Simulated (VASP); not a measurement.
A run of VASP 6.6.1:

Contents of INCAR:

```
SYSTEM = Mg
PREC = Accurate
ENCUT = 520
EDIFF = 1E-7
ISMEAR = 0
SIGMA = 0.15
LREAL = .FALSE.
LASPH = .TRUE.
NELM = 100
ALGO = Normal
ISIF = 2
LWAVE = .FALSE.
LCHARG = .FALSE.
GGA = PE
NBANDS = 7
```

The input KPOINTS:

```
regular mesh
0
G
  20 20 20
  0 0 0
```

File POSCAR:

```
Mg
1.0
   -1.9843913960      1.9843913960      1.5365142579
    1.9843913960     -1.9843913960      1.5365142579
    1.9843913960      1.9843913960     -1.5365142579
Mg
1
Direct
    0.0000000000      0.0000000000      0.0000000000
```

Potentials or basis: VASP PAW PBE potentials, release 64 (Mg).

Command:

```bash
$ cat potpaw_PBE.64/Mg/POTCAR > POTCAR
$ mpirun -np 1 vasp_std > vasp.out
```

Hardware: 1 thread of Intel(R) Xeon(R) 6975P-C (Granite Rapids) (shared host).

Task: How long does it take, and how much memory?

Result: Run time: 19 s on 1 thread of Intel(R) Xeon(R) 6975P-C (Granite Rapids), on a shared host, peak memory 0.23 GiB. Counts: scf iterations 11, k points 641.
